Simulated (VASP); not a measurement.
# Ti (Fm-3m) in VASP: relaxation of cell and atoms with PBEsol

Aim: the relaxation of cell and atoms of Ti with PBEsol.

Everything below comes from runs of VASP 6.6.1. Logs are shortened: lines on timing, memory, paths and dates and some standing lists are left out, and cuts for length are marked.

## Step 1: The cell of the first run

Symmetry: Fm-3m, No. 225, cubic system. Conventional cell: a = 4.130 Å, b = 4.130 Å, c = 4.130 Å, α = 90.00°, β = 90.00°, γ = 90.00°. Ti (site symmetry m-3m) has 12 Ti at 2.92 Å within 3.8 Å.

This isn't the form of Ti at room conditions, which is hcp.

## Step 2: Relaxation of cell and atoms, PBEsol

File INCAR:

```
PREC = Accurate
ENCUT = 500
EDIFF = 1E-7
ISMEAR = -1
SIGMA = 0.05
LREAL = F
LASPH = T
NELM = 120
ALGO = Normal
ISIF = 3
LWAVE = F
LCHARG = F
GGA = PS
IBRION = 2
NSW = 60
EDIFFG = -0.01
GGA_COMPAT = F
NELMIN = 4
```

File KPOINTS:

```
regular mesh
0
Gamma
  10 10 10
```

File POSCAR:

```
Ti
1.0
    0.0000000000      2.0650000000      2.0650000000
    2.0650000000      0.0000000000      2.0650000000
    2.0650000000      2.0650000000      0.0000000000
Ti
1
Direct
    0.0000000000      0.0000000000      0.0000000000
```

Potentials or basis: VASP PAW PBE potentials, release 64 (Ti_sv).

The run is started by

```console
$ cat potpaw_PBE.64/Ti_sv/POTCAR > POTCAR
$ mpirun -np 1 vasp_std > vasp.out
```

OUTCAR:

```text
PREC = Accurate
   ENCUT = 500
   EDIFF = 1E-7
   ISMEAR = -1
   LREAL = F
   LASPH = T
   NELM = 120
   ISIF = 3
   GGA = PS
   IBRION = 2
   NSW = 60
   EDIFFG = -0.01
   NELMIN = 4

 ion  position               nearest neighbor table
   1  0.000  0.000  0.000-

  LATTYP: Found a face centered cubic cell.
 ALAT       =     4.1300000000

  Lattice vectors:

 A1 = (   0.0000000000,   2.0650000000,   2.0650000000)
 A2 = (   2.0650000000,   0.0000000000,   2.0650000000)
 A3 = (   2.0650000000,   2.0650000000,   0.0000000000)

Analysis of symmetry for initial positions (statically):
=====================================================================
 Subroutine PRICEL returns:
 Original cell was already a primitive cell.

 Routine SETGRP: Setting up the symmetry group for a
 face centered cubic supercell.

 Subroutine GETGRP returns: Found 48 space group operations
 (whereof 48 operations were pure point group operations)
 out of a pool of 48 trial point group operations.

The static configuration has the point symmetry O_h .

Analysis of symmetry for dynamics (positions and initial velocities):
=====================================================================
 Subroutine PRICEL returns:
 Original cell was already a primitive cell.

 Routine SETGRP: Setting up the symmetry group for a
 face centered cubic supercell.

 Subroutine GETGRP returns: Found 48 space group operations
 (whereof 48 operations were pure point group operations)
 out of a pool of 48 trial point group operations.

The dynamic configuration has the point symmetry O_h .

 Subroutine INISYM returns: Found 48 space group operations
 (whereof 48 operations are pure point group operations),
 and found     1 'primitive' translations

----------------------------------------------------------------------------------------

                                     Primitive cell

  volume of cell :      17.6112

  direct lattice vectors                    reciprocal lattice vectors
     0.000000000  2.065000000  2.065000000    -0.242130751  0.242130751  0.242130751
     2.065000000  0.000000000  2.065000000     0.242130751 -0.242130751  0.242130751
     2.065000000  2.065000000  0.000000000     0.242130751  0.242130751 -0.242130751

  length of vectors
     2.920351006  2.920351006  2.920351006     0.419382762  0.419382762  0.419382762

  position of ions in fractional coordinates (direct lattice)
     0.000000000  0.000000000  0.000000000

  ion indices of the primitive-cell ions
   primitive index   ion index
                 1           1

----------------------------------------------------------------------------------------

 KPOINTS: regular mesh

Automatic generation of k-mesh.
 Grid dimensions read from file:
 generate k-points for:   10   10   10

 Generating k-lattice:

  Cartesian coordinates                     Fractional coordinates (reciprocal lattice)
    -0.024213075  0.024213075  0.024213075     0.100000000  0.000000000  0.000000000
     0.024213075 -0.024213075  0.024213075     0.000000000  0.100000000  0.000000000
     0.024213075  0.024213075 -0.024213075     0.000000000  0.000000000  0.100000000

  Length of vectors
     0.041938276  0.041938276  0.041938276

  Shift w.r.t. Gamma in fractional coordinates (k-lattice)
     0.000000000  0.000000000  0.000000000

 Subroutine IBZKPT returns following result:
 ===========================================

 Found     47 irreducible k-points:

 Following reciprocal coordinates:
            Coordinates               Weight
  0.000000  0.000000  0.000000      1.000000
  0.100000  0.000000  0.000000      8.000000
  0.200000  0.000000  0.000000      8.000000
  0.300000  0.000000  0.000000      8.000000
  0.400000  0.000000  0.000000      8.000000
  0.500000  0.000000  0.000000      4.000000
[... 16 lines left out ...]
  0.300000  0.300000  0.000000      6.000000
  0.400000  0.300000  0.000000     24.000000
 [... further k-points ...]
   k-points           NKPTS =     47   k-points in BZ     NKDIM =     47   number of bands    NBANDS=     10
   number of dos      NEDOS =    301   number of ions     NIONS =      1
   total plane-waves  NPLWV =  13824
   dimension x,y,z NGX =    24 NGY =   24 NGZ =   24
   dimension x,y,z NGXF=    48 NGYF=   48 NGZF=   48
   ions per type =               1
   NGX,Y,Z   is equivalent  to a cutoff of  13.66, 13.66, 13.66 a.u.
   NGXF,Y,Z  is equivalent  to a cutoff of  27.32, 27.32, 27.32 a.u.
 SYSTEM =  unknown system
   PREC   = accura    normal or accurate (medium, high low for compatibility)
   ISTART =      0    job   : 0-new  1-cont  2-samecut
   ICHARG =      2    charge: 1-file 2-atom 10-const
   ISPIN  =      1    spin polarized calculation?
   LNONCOLLINEAR =      F non collinear calculations
   LSORBIT =      F    spin-orbit coupling
   LASPH  =      T    aspherical Exc in radial PAW
   ENCUT  =  500.0 eV  36.75 Ry    6.06 a.u.   5.32  5.32  5.32*2*pi/ulx,y,z
   NELM   =    120;   NELMIN=  4; NELMDL= -5     # of ELM steps
   EDIFF  = 0.1E-06   stopping-criterion for ELM
   LREAL  =      F    real-space projection
   EDIFFG = -.1E-01   stopping-criterion for IOM
   NSW    =     60    number of steps for IOM
   IBRION =      2    ionic relax: 0-MD 1-quasi-New 2-CG
   NFREE  =      1    steps in history (QN), initial steepest desc. (CG)
   ISIF   =      3    stress and relaxation
   ISYM   =      2    0-nonsym 1-usesym 2-fastsym
   POTIM  = 0.5000    time-step for ionic-motion
   TEBEG  =    0.0;   TEEND  =   0.0 temperature during run
   PSTRESS=    0.0 pullay stress
   NELECT =      12.0000    total number of electrons
   NUPDOWN=      -1.0000    fix difference up-down
   EMIN   =  10.00;   EMAX   =-10.00  energy-range for DOS
   EFERMI =   0.00;   METHOD = LEGACY
   ISMEAR =    -1;   SIGMA  =   0.05  broadening in eV -4-tet -1-fermi 0-gaus
   EFERMI_NEDOS =   21; number of points for ismear=-14 and -15
   IALGO  =     38    algorithm
   IMIX   =      4    mixing-type and parameters
     AMIX     =   0.40;   BMIX     =  1.00
     AMIX_MAG =   1.60;   BMIX_MAG =  1.00
  volume/ion in A,a.u.               =      17.61       118.85
  Fermi-wavevector in a.u.,A,eV,Ry     =   1.440584  2.722309 28.235921  2.075282
  Thomas-Fermi vector in A             =   2.559312
   LORBIT       =      0    0 simple, 1 ext, 2 COOP (PROOUT), +10 PAW based schemes
   GGA     = PS    functional components
   LHFCALC =     F    Hartree Fock is set to
   AEXX    =    0.0000 exact exchange contribution
   IVDW    =     0    specifies the selected vdW correction
   LEPSILON=     F    determine dielectric tensor
   LRPA    =     F    only Hartree local field effects (RPA)
 conjugate gradient relaxation of ions
 non-spin polarized calculation
  energy-cutoff  :      500.00
  volume of cell :       17.61
 maximum number of plane-waves:       459
 NGX is ok and might be reduce to    24
   NGX = 11   NGY = 11   NGZ = 11

--------------------------------------- Ionic step        1  -------------------------------------------

 number of electron      12.0000000 magnetization

 Free energy of the ion-electron system (eV)
  ---------------------------------------------------
  ext. energy  EPLUGINS =         0.00000000
  ---------------------------------------------------
  free energy    TOTEN  =        -8.27139095 eV

  energy without entropy =       -8.25731837  energy(sigma->0) =       -8.26435466

------------------------ aborting loop because EDIFF is reached ----------------------------------------

  FORCE on cell =-STRESS in cart. coord.  units (eV):
  Direction    XX          YY          ZZ          XY          YZ          ZX
  --------------------------------------------------------------------------------------
  -------------------------------------------------------------------------------------
  Total       -0.6576015     -0.6576015     -0.6576015      0.0000000     -0.0000000      0.0000000
  in kB      -59.8250720    -59.8250720    -59.8250720      0.0000000     -0.0000000      0.0000000
  external PRESSURE =     -59.8250720 kB  Pullay stress =       0.0000000 kB
[... 55 lines left out ...]
  energy  without entropy=       -8.2708117874  energy(sigma->0) =       -8.27611351

--------------------------------------- Ionic step        3  -------------------------------------------

 number of electron      12.0000001 magnetization

 Free energy of the ion-electron system (eV)
  ---------------------------------------------------
  ext. energy  EPLUGINS =         0.00000000
  ---------------------------------------------------
  free energy    TOTEN  =        -8.29067492 eV

  energy without entropy =       -8.27885526  energy(sigma->0) =       -8.28476509

 E-fermi :   8.5697     XC(G=0): -11.8450

 val. band max:        8.5588792828   @ k =  -0.2000   0.1000   0.0000
 cond. band min:       8.6454352130   @ k =   0.5000   0.1000   0.0000
 fundamental gap:      0.0865559303
 Fermi energy:         8.5696879993

 k-point     1 :       0.0000    0.0000    0.0000
  band No.  band energies     occupation
      1     -47.8315      2.00000
      2     -23.7309      2.00000
      3     -23.7309      2.00000
      4     -23.7309      2.00000
      5       2.3636      2.00000
      6       9.4732      0.00000
      7       9.4732      0.00000
      8       9.4732      0.00000
      9      11.1978      0.00000
     10      11.1978      0.00000
[... 287 lines left out ...]
 k-point    24 :       0.4000    0.3000    0.0000
  band No.  band energies     occupation
      1     -47.6732      2.00000
      2     -24.3235      2.00000
      3     -23.9659      2.00000
      4     -23.9407      2.00000
      5       5.9142      2.00000
      6       7.2863      2.00000
      7       9.6000      0.00000
      8      11.3224      0.00000
      9      12.1701      0.00000
     10      12.2877      0.00000

 [... further k-points ...]

------------------------ aborting loop because EDIFF is reached ----------------------------------------

  FORCE on cell =-STRESS in cart. coord.  units (eV):
  Direction    XX          YY          ZZ          XY          YZ          ZX
  --------------------------------------------------------------------------------------
  -------------------------------------------------------------------------------------
  Total       -0.0023715     -0.0023715     -0.0023715     -0.0000000      0.0000000     -0.0000000
  in kB       -0.2285255     -0.2285255     -0.2285255     -0.0000000      0.0000000     -0.0000000
  external PRESSURE =      -0.2285255 kB  Pullay stress =       0.0000000 kB
[... 16 lines left out ...]
  FREE ENERGIE OF THE ION-ELECTRON SYSTEM (eV)
  ---------------------------------------------------
  free  energy   TOTEN  =        -8.2906749162 eV

  energy  without entropy=       -8.2788552556  energy(sigma->0) =       -8.28476509

 reached required accuracy - stopping structural energy minimisation
```

Wall time 10 s (1 thread of Intel Xeon 6975P-C (Granite Rapids), shared host); peak memory 0.15 GiB.

What came out:

```
Free energy                           : -8.2907 eV
Relaxed volume                        : 16.63 Å³/atom
Relaxed cell                          : a = 2.865 Å, b = 2.865 Å, c = 2.865 Å, α = 60.00°, β = 60.00°, γ = 60.00°
Space group after relaxing (to 0.1 Å) : Fm-3m (No. 225)
Energy gained by relaxing             : 19.3 meV/atom
Ionic steps                           : 3
Pressure after relaxing               : 0.0 GPa
Band gap on the k mesh                : zero (bands 6 and 7 overlap by 1.18 eV)
```

Step by step:
| step | energy change (eV) | largest force (eV/Å) | pressure (GPa) | volume (Å³) |
| --- | --- | --- | --- | --- |
| 1 | 0.0000 | 0.0000 | -5.98 | 17.61 |
| 2 | -0.0100 | 0.0000 | 4.81 | 15.99 |
| 3 | -0.0193 | 0.0000 | -0.02 | 16.63 |

Final structure:
```
Ti
1.0
     0.00000    2.02576    2.02576
     2.02576    0.00000    2.02576
     2.02576    2.02576    0.00000
Ti
1
Direct
  0.00000 0.00000 0.00000
```

Levels at points of the mesh, in eV from the Fermi level:
| k point | band 4 | band 5 | band 6 | band 7 | band 8 | band 9 |
| --- | --- | --- | --- | --- | --- | --- |
| (0.00, 0.00, 0.00) | -32.30 | -6.21 | 0.90 | 0.90 | 0.90 | 2.63 |
| (0.50, 0.00, 0.00) | -32.40 | -2.70 | 0.75 | 0.77 | 0.77 | 3.79 |
| (0.50, 0.50, 0.00) | -32.57 | -2.74 | -1.83 | 3.04 | 3.77 | 4.09 |

Caveat: the PAW data sets were made with another functional, which shifts forces and pressure a little.
